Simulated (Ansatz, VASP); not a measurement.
## Two plane-wave programs on AlNi

```
CELL_PARAMETERS angstrom
2.02239 -2.02217 0.00000
2.02239 2.02217 0.00000
0.00000 0.00000 2.87002
ATOMIC_POSITIONS crystal
Al 0.00000 0.00000 0.00000
Ni 0.50000 0.50000 0.50000
```

Alike in both runs: functional r2SCAN; k mesh 16 × 16 × 14; occupations gaussian, width 0.1 eV; no spin polarisation.

Ansatz relaxed the structure, and its values are those at the end. VASP's run is a single point on that final structure, the one shown.

|  | VASP | Ansatz |
| --- | --- | --- |
| version | VASP 6.6.1 | Ansatz 0.2.0 |
| potentials or method | VASP PAW PBE potentials, release 64 (Al, Ni), cutoff 520 eV | scalar-relativistic, plane waves, PAW |
| valence electrons in the cell | 13 | 21 |

VASP gave:

```
gap on the k mesh at the Fermi level (eV) : none
pressure (GPa)                            : -0.2
```

Q: Which values does Ansatz return?

A: gap on the k mesh at the Fermi level (eV): none; pressure (GPa): 0.0.

VASP's potentials were made for PBE, not for r2SCAN. A gap of «none» marks a metal or a gap that the smearing closes. The functional is the same, so the differences come from potentials, cutoffs and numerics. VASP's potentials hold 13 valence electrons a cell and Ansatz's 21, so a difference there can come from the potentials and not from the codes.
